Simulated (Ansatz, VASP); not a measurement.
## One calculation of Sn, two programs

Contents of INCAR:

```
SYSTEM = Sn
  PREC = Accurate
  ENCUT = 520
  EDIFF = 1E-7
  ISMEAR = 0
  SIGMA = 0.15
  LREAL = .FALSE.
  LASPH = .TRUE.
  NELM = 80
  ALGO = Fast
  ISIF = 2
  LWAVE = .FALSE.
  LCHARG = .FALSE.
  GGA = PS
  IVDW = 12
  NBANDS = 13
```

KPOINTS

```
regular mesh
0
G
  24 24 24
  0 0 0
```

POSCAR

```
Sn
1.0
   -1.8221530004      1.7304584006      2.1060339275
    1.8221530004     -1.7304584006      2.1060339275
    1.8221530004      1.7304584006     -2.1060339275
Sn
1
Direct
    0.0000000000      0.0000000000      0.0000000000
```

Input for Ansatz:

```yaml
crystal:
  lattice:
    - [-1.8221530004, 1.7304584006, 2.1060339275]
    - [1.8221530004, -1.7304584006, 2.1060339275]
    - [1.8221530004, 1.7304584006, -2.1060339275]
  atoms:
    - { symbol: Sn, position: [0.0, 0.0, 0.0] }
basis:
  ecutwfc: 420
kpoints:
  mp_grid: { grid: [24, 24, 24] }
hamiltonian:
  xc: pbesol
  dispersion: d3bj
scf:
  occupations: { method: gaussian, width: 0.15 }
output:
  forces: true
  stress: true
  eigenvalues: true
```

Change from the starting cell: strain +0.0600 x Voigt [0, 0, 1, 0, 0, 0], atoms carried along.

Alike in both runs: task single point; functional PBEsol; dispersion D3(BJ); k mesh 24 × 24 × 24; occupations gaussian, width 0.15 eV; no spin polarisation.

```csv
,VASP,Ansatz
version,VASP 6.6.1,Ansatz 0.2.0
potentials or method,"VASP PAW PBE potentials, release 64 (Sn_d), cutoff 520 eV","scalar-relativistic, plane waves, PAW"
valence electrons in the cell,14,14
```

```tsv
	VASP	Ansatz	Ansatz less VASP
gap on the k mesh at the Fermi level (eV)	none	none	-
pressure (GPa)	-3.0	-2.9	+0.02
traceless stress, the component that is largest in VASP (GPa)	0.30	0.30	+0.002
```

VASP's potentials were made for PBE, not for PBEsol. A gap of «none» marks a metal or a gap that the smearing closes.
